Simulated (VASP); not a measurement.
The system is BP.

```
CELL_PARAMETERS angstrom
0.00000 2.26900 2.26900
2.26900 0.00000 2.26900
2.26900 2.26900 0.00000
ATOMIC_POSITIONS crystal
B 0.00000 0.00000 0.00000
P 0.75000 0.75000 0.75000
```

- Program: VASP 6.6.1
- Task: relaxation of cell and atoms
- Functional: LDA
- Potentials or basis: VASP PAW LDA potentials, release 64 (B, P)
- Cutoff: 600 eV
- k mesh: 10 × 10 × 10
- Occupations: gaussian, width 0.02 eV
- Spin: no spin polarisation

At the start: pressure -5.3 GPa; volume 11.68 Å³/atom.

Question: How do energy, volume and symmetry change on relaxing?

Answer: Over 3 steps the energy falls by 6.3 meV/atom and the volume is 11.31 Å³/atom (-3.2 %); space group F-43m (No. 216, to 0.05 Å).

The path:
```
step  energy change (eV)  largest force (eV/Å)  pressure (GPa)  volume (Å³)
   1              0.0000                0.0000           -5.32        23.36
   2             -0.0050                0.0000            4.50        22.08
   3             -0.0126                0.0000           -0.02        22.63
```

Final structure:
```xyz
2
Lattice="0.0000 2.2449 2.2449 2.2449 0.0000 2.2449 2.2449 2.2449 0.0000" Properties=species:S:1:pos:R:3 pbc="T T T"
B     0.0000    0.0000    0.0000
P     3.3673    3.3673    3.3673
```
